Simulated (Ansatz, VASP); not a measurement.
## Two plane-wave programs on La

The input POSCAR:

```
La
1.0
    3.7500000000      0.0000000000      0.0000000000
   -1.8750000000      3.2475952642      0.0000000000
    0.0000000000      0.0000000000      6.0700000000
La
2
Direct
    0.6666666667      0.3333333333      0.7500000000
    0.3333333333      0.6666666667      0.2500000000
```

File INCAR.step1:

```
PREC     = Accurate       # precision mode
ENCUT    = 520            # plane-wave cutoff, eV
ISMEAR   = -1             # smearing method
SIGMA    = 0.05           # smearing width, eV
LREAL    = F              # projectors in reciprocal space
LASPH    = T              # aspherical terms in the spheres
NELM     = 100            # most SCF steps
NBANDS   = 18             # bands
GGA      = PE             # functional
ALGO     = Normal         # electronic algorithm
EDIFF    = 1E-4           # SCF threshold, eV
LWAVE    = T              # write WAVECAR
LCHARG   = F              # write CHGCAR
```

File INCAR.step2:

```
PREC     = Accurate       # precision mode
ENCUT    = 520            # plane-wave cutoff, eV
EDIFF    = 1E-6           # SCF threshold, eV
ISMEAR   = -1             # smearing method
SIGMA    = 0.05           # smearing width, eV
LREAL    = F              # projectors in reciprocal space
LASPH    = T              # aspherical terms in the spheres
NELM     = 100            # most SCF steps
ALGO     = Normal         # electronic algorithm
ISIF     = 2              # what is computed and relaxed
LWAVE    = F              # write WAVECAR
LCHARG   = T              # write CHGCAR
METAGGA  = R2SCAN         # meta-GGA
LMIXTAU  = T            
LELF     = T              # ELF
LVHAR    = T            
NBANDS   = 18             # bands
ISTART   = 1
```

The input KPOINTS:

```
Automatic mesh
0
Gamma
  5 5 3
```

Contents of input.yaml:

```yaml
crystal:
  lattice:
    - [3.75, 0.0, 0.0]
    - [-1.875, 3.2475952642, 0.0]
    - [0.0, 0.0, 6.07]
  atoms:
    - { symbol: La, position: [0.6666666667, 0.3333333333, 0.75] }
    - { symbol: La, position: [0.3333333333, 0.6666666667, 0.25] }
hamiltonian:
  xc: r2scan
  pseudopotentials: { kind: paw }
kpoints:
  mp_grid: { grid: [5, 5, 3] }
scf:
  occupations: { method: fermi_dirac, width: 0.05 }
  n_extra_bands: 6
output:
  forces: true
  stress: true
  eigenvalues: true
  dos: { projected: true, de: 0.05, nscf_kmesh: { grid: [8, 8, 5] } }
```

Alike in both runs: functional r2SCAN; k mesh 5 × 5 × 3; occupations fermi-dirac, width 0.05 eV; no spin polarisation.

|  | VASP | Ansatz |
| --- | --- | --- |
| version | VASP 6.6.1 | Ansatz 0.2.0 |
| potentials or method | VASP PAW PBE potentials, release 64 (La) | Ansatz PAW |
| plane-wave cutoff (eV) | 520 | 500 |
| valence electrons in the cell | 22 | 22 |
| task | single point | projected density of states |

|  | VASP | Ansatz | Ansatz less VASP |
| --- | --- | --- | --- |
| gap on the k mesh at the Fermi level (eV) | none | none | - |
| pressure (GPa) | 0.7 | 0.7 | -0.04 |
| traceless stress, the component that is largest in VASP (GPa) | -1.36 | -1.36 | -0.001 |

VASP's potentials were made for PBE, not for r2SCAN. A gap of «none» marks a metal or a gap that the smearing closes.

The k mesh is coarse, so the values compare programs but aren't converged. Spin-orbit coupling is off throughout. Noted on Ansatz's run: the magnetic or orbital state may not be the lowest.
